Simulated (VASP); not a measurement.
Wanted: the native input for a VASP 6.6.1 run.

```
Task                   : single point
Functional             : PBE
Potentials or basis    : VASP PAW PBE potentials, release 64 (Sb)
Cutoff                 : 520 eV
k mesh                 : 12 × 12 × 12
Occupations            : gaussian, width 0.15 eV
Spin                   : no spin polarisation
Dipole correction      : no
Further INCAR settings : ALGO = Normal; EDIFF = 1e-06; NBANDS = 12
```

The structure of Sb lies in POSCAR:

```
Sb
1.0
    2.1506003320      1.2416496806      3.7440000000
   -2.1506003320      1.2416496806      3.7440000000
    0.0000000000     -2.4832993611      3.7440000000
Sb
2
Direct
    0.2202852991      0.2202852991      0.2202852991
    0.7663600000      0.7663600000      0.7663600000
```

This cell differs from its parent crystal: atom 1 (Sb) moved by (+0.000, -0.150) A along [1 1 0] and z.

One way to write it, as run:

INCAR

```
SYSTEM = Sb
PREC = Accurate ; ENCUT = 520
EDIFF = 1E-6 ; ISMEAR = 0
SIGMA = 0.15 ; LREAL = .FALSE.
LASPH = .TRUE. ; NELM = 60
ALGO = Normal ; ISIF = 2
LWAVE = .FALSE. ; LCHARG = .FALSE.
GGA = PE ; NBANDS = 12
```

KPOINTS

```
Automatic mesh
0
G
  12 12 12
  0 0 0
```

Potentials or basis: VASP PAW PBE potentials, release 64 (Sb).

The run is started by

```console
$ cat potpaw_PBE.64/Sb/POTCAR > POTCAR
$ mpirun -np 1 vasp_std > vasp.out
```

Results of the run:

The pressure is 5.7 GPa. The largest force is 1.194 eV/Å and the band gap on the k mesh is zero (bands 5 and 6 overlap by 0.20 eV).

Caveat: the cell differs from its parent crystal (atom 1 (Sb) moved by (+0.000, -0.150) A along [1 1 0] and z); the cell stands under pressure; spin-orbit coupling is left out, which moves the levels of the heavy elements; forces of over 1 eV/Å act on the atoms, so gaps and moduli don't describe the material at rest.

Run time: 100 s on 1 thread of AMD EPYC 7R43 64-Core Processor (Zen 3) (shared host), peak memory 0.24 GiB.
